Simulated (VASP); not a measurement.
# BN (P-1) in VASP: a series of runs, part 2 of 3

VASP 6.6.1. The steps go on from the part before.

## (3) Electric field gradients, PBEsol (equal xy, yz and zx shear strains of -2 %)

Input file INCAR:

```
PREC = Accurate
ENCUT = 520
EDIFF = 1E-8
ISMEAR = -1
SIGMA = 0.02
LREAL = False
LASPH = True
NELM = 100
ALGO = Normal
ISIF = 2
LWAVE = False
LCHARG = False
GGA = PS
LEFG = True
NBANDS = 16
```

Input file KPOINTS:

```
regular mesh
0
Gamma
  11 11 4
```

Input file POSCAR:

```
BN
1.0
    2.5039917043     -0.0250399170     -0.0250399170
   -1.2736810565      2.1810403853     -0.0091652458
   -0.0666120000     -0.0666120000      6.6612000000
B N
2 2
Direct
    0.3333333333      0.6666666667      0.2500000000
    0.6666666667      0.3333333333      0.7500000000
    0.3333333333      0.6666666667      0.7500000000
    0.6666666667      0.3333333333      0.2500000000
```

Potentials or basis: VASP PAW PBE potentials, release 64 (B, N).

The run is started by

```console
> cat potpaw_PBE.64/B/POTCAR potpaw_PBE.64/N/POTCAR > POTCAR
> mpirun -np 1 vasp_std > vasp.out
```

OUTCAR:

```text
PREC = Accurate
   ENCUT = 520
   EDIFF = 1E-8
   ISMEAR = -1
   LREAL = False
   LASPH = True
   NELM = 100
   ISIF = 2
   GGA = PS

 ion  position               nearest neighbor table
   1  0.333  0.667  0.250-   4 1.43   4 1.45   4 1.46
   2  0.667  0.333  0.750-   3 1.43   3 1.45   3 1.46
   3  0.333  0.667  0.750-   2 1.43   2 1.45   2 1.46
   4  0.667  0.333  0.250-   1 1.43   1 1.45   1 1.46

  LATTYP: Found a triclinic cell.
 ALAT       =     2.4825737255
 B/A-ratio  =     1.0087281861
 C/A-ratio  =     2.6834514594
 COS(alpha) =     0.0198960208
 COS(beta)  =     0.0274156886
 COS(gamma) =     0.4869832429

  Lattice vectors:

 A1 = (   1.2303106478,   2.1560004683,  -0.0342051628)
 A2 = (   2.5039917043,  -0.0250399170,  -0.0250399170)
 A3 = (   0.0666120000,   0.0666120000,  -6.6612000000)

Analysis of symmetry for initial positions (statically):
=====================================================================
 Subroutine PRICEL returns:
 Original cell was already a primitive cell.

 Routine SETGRP: Setting up the symmetry group for a
 triclinic supercell.

 Subroutine GETGRP returns: Found  2 space group operations
 (whereof  2 operations were pure point group operations)
 out of a pool of  2 trial point group operations.

The static configuration has the point symmetry S_2 .

Analysis of symmetry for dynamics (positions and initial velocities):
[... 611 lines left out ...]
      4      -5.0882      2.00000
      5      -3.1086      2.00000
      6      -3.0474      2.00000
[... 8 lines left out ...]
     15      16.9621      0.00000
     16      19.1024      0.00000

 [... further k-points ...]

------------------------ aborting loop because EDIFF is reached ----------------------------------------

  FORCE on cell =-STRESS in cart. coord.  units (eV):
  Direction    XX          YY          ZZ          XY          YZ          ZX
  --------------------------------------------------------------------------------------
  -------------------------------------------------------------------------------------
  Total        0.1993202      0.1956850      0.1617947      1.6761948      0.0030585      0.0030252
  in kB        8.8316978      8.6706242      7.1689789     74.2706743      0.1355175      0.1340456
  external PRESSURE =       8.2237670 kB  Pullay stress =       0.0000000 kB

 VOLUME and BASIS-vectors are now :
 -----------------------------------------------------------------------------
  energy-cutoff  :      520.00
  volume of cell :       36.16
      direct lattice vectors                 reciprocal lattice vectors
     2.503991704 -0.025039917 -0.025039917     0.401772521  0.234653325  0.006364258
    -1.273681057  2.181040385 -0.009165246     0.004658961  0.461237095  0.004658961
    -0.066612000 -0.066612000  6.661200000     0.001516701  0.001516701  0.150153435

 POSITION                                       TOTAL-FORCE (eV/Angst)
 -----------------------------------------------------------------------------------
     -0.03111      1.42903      1.65084         0.260467      0.012252     -0.003225
      1.19481      0.66036      4.97615        -0.260467     -0.012252      0.003225
     -0.06442      1.39572      4.98144         0.264489      0.012307     -0.002520
      1.22811      0.69367      1.64555        -0.264489     -0.012307      0.002520
 -----------------------------------------------------------------------------------
    total drift:                                0.000000     -0.000000     -0.000000

  FREE ENERGIE OF THE ION-ELECTRON SYSTEM (eV)
  ---------------------------------------------------
  free  energy   TOTEN  =       -36.5488283106 eV

  energy  without entropy=      -36.5488283106  energy(sigma->0) =      -36.54882831

 Electric field gradients (V/A^2)
---------------------------------------------------------------------
 ion       V_xx      V_yy      V_zz      V_xy      V_xz      V_yz
---------------------------------------------------------------------
   1     -17.331   -17.305    34.636    -0.854     0.535     0.535
   2     -17.331   -17.305    34.636    -0.854     0.535     0.535
   3      -2.074    -2.112     4.186    -3.657     0.021     0.021
   4      -2.074    -2.112     4.186    -3.657     0.021     0.021
---------------------------------------------------------------------

 Electric field gradients after diagonalization (V/A^2)
 (convention: |V_zz| > |V_xx| > |V_yy|)
----------------------------------------------------------------------
 ion       V_xx      V_yy      V_zz     asymmetry (V_yy - V_xx)/ V_zz
----------------------------------------------------------------------
   1     -18.182   -16.464    34.646       0.050
   2     -18.182   -16.464    34.646       0.050
   3       4.186     1.564    -5.750       0.456
   4       4.186     1.564    -5.750       0.456
----------------------------------------------------------------------

           NMR quadrupolar parameters

 Cq : quadrupolar parameter    Cq=e*Q*V_zz/h
 eta: asymmetry parameters     (V_yy - V_xx)/ V_zz
 Q  : nuclear electric quadrupole moment in mb (millibarn)
----------------------------------------------------------------------
 ion       Cq(MHz)       eta       Q (mb)
----------------------------------------------------------------------
   1       0.084       0.050       1.000
   2       0.084       0.050       1.000
   3      -0.014       0.456       1.000
   4      -0.014       0.456       1.000
----------------------------------------------------------------------
```

stdout:

```text
POSCAR found type information on POSCAR B N
 POSCAR found :  2 types and       4 ions
 scaLAPACK will be used
 -----------------------------------------------------------------------------
|                                                                             |
|                                                                             |
|     You enforced a specific xc type in the INCAR file but a different       |
|     I HOPE YOU KNOW WHAT YOU ARE DOING!                                     |
|                                                                             |
 -----------------------------------------------------------------------------

 LDA part: xc-table for (Slater+PW92), standard interpolation
 POSCAR, INCAR and KPOINTS ok, starting setup
 FFT: planning ... GRIDC
 FFT: planning ... GRID_SOFT
 FFT: planning ... GRID
 WAVECAR not read
 entering main loop
ion   1
     0.0000257     0.9853320    -0.4462084   -25.0319294    -0.4465679     0.0180597
     0.0000354     0.9853320    -0.4462084   -25.0319294    -0.4465679     0.0180597
     0.0000487     0.9853320    -0.4462084   -25.0319293    -0.4465679     0.0180597
     0.0000671     0.9853320    -0.4462084   -25.0319291    -0.4465679     0.0180597
[... 34 lines left out ...]
     0.0000281     3.8491081    -0.1422059   -10.1526140    -0.1420336    -0.0082983
     0.0000381     3.8491078    -0.1422059   -10.1526136    -0.1420336    -0.0082983
     0.0000517     3.8491071    -0.1422059   -10.1526130    -0.1420336    -0.0082983
     0.0000701     3.8491061    -0.1422059   -10.1526121    -0.1420336    -0.0082983
```

Run time: 2.2 min. Hardware: 1 thread of Intel Xeon Platinum 8259CL at 2.50GHz (Skylake/Cascade Lake), shared host; peak memory 0.23 GiB.

What came out:

```
Free energy                             : -36.5488 eV
Pressure                                : 0.8 GPa
Largest force                           : 0.265 eV/Å
Band gap on the k mesh                  : 4.16 eV (least direct gap 4.56 eV)
Largest electric field gradient by atom : B +34.6; N -5.8 V/Å²
```

Forces in eV/Å, atoms in the order of the input:
```
B    0.260  0.012 -0.003
B   -0.260 -0.012  0.003
N    0.264  0.012 -0.003
N   -0.264 -0.012  0.003
```

Levels at points of the mesh, in eV from the valence-band top:
```csv
k point,band 6,band 7,band 8,band 9,band 10,band 11
"(0.00, 0.00, 0.00)",-1.35,-1.29,-1.26,5.00,10.11,11.16
"(0.00, 0.00, 0.50)",-1.37,-1.27,-1.27,7.38,7.39,11.28
```

Electric field gradients, principal values (V/Å²):
```
atom    least   middle  greatest (by size)
 1 B  -16.464  -18.182              34.646
 2 B  -16.464  -18.182              34.646
 3 N    1.564    4.186              -5.750
 4 N    1.564    4.186              -5.750
```

Caveat: the cell differs from its parent crystal (equal xy, yz and zx shear strains of -2 %); without QUAD_EFG the Cq values of the log hold for a quadrupole moment of 1 mb, not for the nuclei; the PAW data sets were made with another functional, which shifts forces and pressure a little; an odd mesh through Γ misses points on the zone boundary, where band edges can lie.

## (4) Electric field gradients, PBEsol (equal xy, yz and zx shear strains of +1 %)

Input file INCAR:

```
SYSTEM = BN
PREC = Accurate ; ENCUT = 520
EDIFF = 1E-8 ; ISMEAR = -1
SIGMA = 0.02 ; LREAL = .FALSE.
LASPH = .TRUE. ; NELM = 80
ALGO = Normal ; ISIF = 2
LWAVE = .FALSE. ; LCHARG = .FALSE.
GGA = PS ; LEFG = .TRUE.
NBANDS = 16
```

Input file KPOINTS:

```
regular mesh
0
G
  11 11 4
  0 0 0
```

Input file POSCAR:

```
BN
1.0
    2.5039917043      0.0125199585      0.0125199585
   -1.2411532501      2.1622604475      0.0045826229
    0.0333060000      0.0333060000      6.6612000000
B N
2 2
Direct
    0.3333333333      0.6666666667      0.2500000000
    0.6666666667      0.3333333333      0.7500000000
    0.3333333333      0.6666666667      0.7500000000
    0.6666666667      0.3333333333      0.2500000000
```

Potentials or basis: VASP PAW PBE potentials, release 64 (B, N).

The run is started by

```console
> cat potpaw_PBE.64/B/POTCAR potpaw_PBE.64/N/POTCAR > POTCAR
> mpirun -np 1 vasp_std > vasp.out
```

OUTCAR:

```text
SYSTEM = BN
   PREC = Accurate
   ENCUT = 520
   EDIFF = 1E-8
   ISMEAR = -1
   LREAL = .FALSE.
   LASPH = .TRUE.
   NELM = 80
   ISIF = 2
   GGA = PS

 ion  position               nearest neighbor table
   1  0.333  0.667  0.250-   4 1.44   4 1.45   4 1.45
   2  0.667  0.333  0.750-   3 1.44   3 1.45   3 1.45
   3  0.333  0.667  0.750-   2 1.44   2 1.45   2 1.45
   4  0.667  0.333  0.250-   1 1.44   1 1.45   1 1.45

  LATTYP: Found a triclinic cell.
 ALAT       =     2.5040543033
 B/A-ratio  =     0.9956498026
 C/A-ratio  =     3.1585897451
 COS(alpha) =     0.0003432631
 COS(beta)  =     0.4692011604
 COS(gamma) =     0.4934652005

  Lattice vectors:

 A1 = (   2.5039917043,   0.0125199585,   0.0125199585)
 A2 = (   1.2411532501,  -2.1622604475,  -0.0045826229)
 A3 = (   3.7335241585,   2.1539943645,  -6.6315774601)

Analysis of symmetry for initial positions (statically):
=====================================================================
 Subroutine PRICEL returns:
 Original cell was already a primitive cell.

 Routine SETGRP: Setting up the symmetry group for a
 triclinic supercell.

 Subroutine GETGRP returns: Found  2 space group operations
 (whereof  2 operations were pure point group operations)
 out of a pool of  2 trial point group operations.

The static configuration has the point symmetry S_2 .

Analysis of symmetry for dynamics (positions and initial velocities):
=====================================================================
 Subroutine PRICEL returns:
[... 624 lines left out ...]

------------------------ aborting loop because EDIFF is reached ----------------------------------------

  FORCE on cell =-STRESS in cart. coord.  units (eV):
  Direction    XX          YY          ZZ          XY          YZ          ZX
  --------------------------------------------------------------------------------------
  -------------------------------------------------------------------------------------
  Total        0.1781349      0.1772674      0.1576506     -0.8443227     -0.0139204     -0.0139865
  in kB        7.8912011      7.8527732      6.9837681    -37.4026712     -0.6166608     -0.6195868
  external PRESSURE =       7.5759141 kB  Pullay stress =       0.0000000 kB

 VOLUME and BASIS-vectors are now :
 -----------------------------------------------------------------------------
  energy-cutoff  :      520.00
  volume of cell :       36.17
      direct lattice vectors                 reciprocal lattice vectors
     2.503991704  0.012519958  0.012519958     0.398235034  0.228596453 -0.003134157
    -1.241153250  2.162260448  0.004582623    -0.002294362  0.461166859 -0.002294362
     0.033306000  0.033306000  6.661200000    -0.000746918 -0.000746918  0.150130570

 POSITION                                       TOTAL-FORCE (eV/Angst)
 -----------------------------------------------------------------------------------
      0.01555      1.45401      1.67253        -0.130828      0.003118     -0.000740
      1.28059      0.75408      5.00577         0.130828     -0.003118      0.000740
      0.03221      1.47066      5.00313        -0.132275      0.003129     -0.000594
      1.26394      0.73743      1.67517         0.132275     -0.003129      0.000594
 -----------------------------------------------------------------------------------
    total drift:                                0.000000     -0.000000     -0.000000

  FREE ENERGIE OF THE ION-ELECTRON SYSTEM (eV)
  ---------------------------------------------------
  free  energy   TOTEN  =       -36.5616068668 eV

  energy  without entropy=      -36.5616068668  energy(sigma->0) =      -36.56160687

 Electric field gradients (V/A^2)
---------------------------------------------------------------------
 ion       V_xx      V_yy      V_zz      V_xy      V_xz      V_yz
---------------------------------------------------------------------
   1     -17.333   -17.326    34.659     0.434    -0.257    -0.257
   2     -17.333   -17.326    34.659     0.434    -0.257    -0.257
   3      -2.077    -2.087     4.164     1.842     0.018     0.019
   4      -2.077    -2.087     4.164     1.842     0.018     0.019
---------------------------------------------------------------------

 Electric field gradients after diagonalization (V/A^2)
 (convention: |V_zz| > |V_xx| > |V_yy|)
----------------------------------------------------------------------
 ion       V_xx      V_yy      V_zz     asymmetry (V_yy - V_xx)/ V_zz
----------------------------------------------------------------------
   1     -17.764   -16.898    34.661       0.025
   2     -17.764   -16.898    34.661       0.025
   3      -3.924    -0.240     4.164       0.885
   4      -3.924    -0.240     4.164       0.885
----------------------------------------------------------------------

           NMR quadrupolar parameters

 Cq : quadrupolar parameter    Cq=e*Q*V_zz/h
 eta: asymmetry parameters     (V_yy - V_xx)/ V_zz
 Q  : nuclear electric quadrupole moment in mb (millibarn)
----------------------------------------------------------------------
 ion       Cq(MHz)       eta       Q (mb)
----------------------------------------------------------------------
   1       0.084       0.025       1.000
   2       0.084       0.025       1.000
   3       0.010       0.885       1.000
   4       0.010       0.885       1.000
----------------------------------------------------------------------
```

stdout:

```text
POSCAR found type information on POSCAR B N
 POSCAR found :  2 types and       4 ions
 scaLAPACK will be used
 -----------------------------------------------------------------------------
|                                                                             |
|                                                                             |
|     You enforced a specific xc type in the INCAR file but a different       |
|     I HOPE YOU KNOW WHAT YOU ARE DOING!                                     |
|                                                                             |
 -----------------------------------------------------------------------------

 LDA part: xc-table for (Slater+PW92), standard interpolation
 POSCAR, INCAR and KPOINTS ok, starting setup
 FFT: planning ... GRIDC
 FFT: planning ... GRID_SOFT
 FFT: planning ... GRID
 WAVECAR not read
 entering main loop
ion   1
     0.0000257    -0.4997640     0.2125466   -25.0442116     0.2125732     0.0045954
     0.0000354    -0.4997640     0.2125466   -25.0442116     0.2125732     0.0045954
     0.0000487    -0.4997640     0.2125466   -25.0442115     0.2125732     0.0045954
     0.0000671    -0.4997640     0.2125466   -25.0442113     0.2125732     0.0045954
[... 34 lines left out ...]
     0.0000281    -1.9411066     0.0405181   -10.1324271     0.0407898    -0.0019733
     0.0000381    -1.9411064     0.0405181   -10.1324267     0.0407898    -0.0019733
     0.0000517    -1.9411061     0.0405181   -10.1324262     0.0407898    -0.0019733
     0.0000701    -1.9411056     0.0405181   -10.1324252     0.0407898    -0.0019733
```

Run time: 2.1 min. Hardware: 1 thread of Intel Xeon Platinum 8259CL at 2.50GHz (Skylake/Cascade Lake), shared host; peak memory 0.23 GiB.

Results:

```
Free energy                             : -36.5616 eV
Pressure                                : 0.8 GPa
Largest force                           : 0.132 eV/Å
Band gap on the k mesh                  : 4.19 eV (least direct gap 4.59 eV)
Largest electric field gradient by atom : B +34.7; N +4.2 V/Å²
```

Forces on the atoms (eV/Å):
```
B   -0.131  0.003 -0.001
B    0.131 -0.003  0.001
N   -0.132  0.003 -0.001
N    0.132 -0.003  0.001
```

Stress tensor (GPa, compression positive):
```
 0.79 -3.74 -0.06
-3.74  0.79 -0.06
-0.06 -0.06  0.70
```

Electric field gradients, principal values (V/Å²):
| atom | least | middle | greatest (by size) |
| --- | --- | --- | --- |
| 1 B | -16.898 | -17.764 | 34.661 |
| 2 B | -16.898 | -17.764 | 34.661 |
| 3 N | -0.240 | -3.924 | 4.164 |
| 4 N | -0.240 | -3.924 | 4.164 |

Caveat: the cell differs from its parent crystal (equal xy, yz and zx shear strains of +1 %); without QUAD_EFG the Cq values of the log hold for a quadrupole moment of 1 mb, not for the nuclei; the PAW data sets were made with another functional, which shifts forces and pressure a little; an odd mesh through Γ misses points on the zone boundary, where band edges can lie.

[end of part 2 of 3]
